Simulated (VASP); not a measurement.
A run of VASP 6.6.1 is set up as follows.

Contents of INCAR:

```
ALGO = Normal ; EDIFF = 1E-7
EDIFFG = -0.01 ; ENCUT = 520
GGA = PS ; GGA_COMPAT = F
IBRION = 2 ; ISIF = 2
ISMEAR = 1 ; ISPIN = 2
LASPH = T ; LCHARG = F
LMAXMIX = 4 ; LORBIT = 11
LREAL = F ; LWAVE = F
MAGMOM = 0 3.5 ; NELM = 200
NELMIN = 4 ; NSW = 80
PREC = Accurate ; SIGMA = 0.02
```

Contents of KPOINTS:

```
Automatic mesh
0
Gamma
  6 6 6
  0.5 0.5 0.5
```

Contents of POSCAR:

```
AlFe
1.0
    2.9100000000      0.0000000000      0.0000000000
    0.0000000000      2.9100000000      0.0000000000
    0.0000000000      0.0000000000      2.9100000000
Al Fe
1 1
Direct
    0.0000000000      0.0000000000      0.0000000000
    0.5000000000      0.5000000000      0.5515500000
```

Potentials or basis: VASP PAW PBE potentials, release 64 (Al, Fe).

The run is started by

```console
$ cat potpaw_PBE.64/Al/POTCAR potpaw_PBE.64/Fe/POTCAR > POTCAR
$ mpirun -np 1 vasp_std > vasp.out
```

Question: Predict the net moment.

Answer: 0.93 μB per cell.

Question: What does it give for the energy gained by relaxing?

Answer: 38.0 meV/atom.

Question: Estimate the site moments.

Answer: Al -0.03; Fe +0.97 μB.

Step by step:
```
step  energy change (eV)  largest force (eV/Å)  pressure (GPa)
   1              0.0000                1.0012           -8.66
   2             -0.0662                0.3657           -9.98
   3             -0.0760                0.0046          -10.17
```

Caveat: the PAW data sets were made with another functional, which shifts forces and pressure a little.
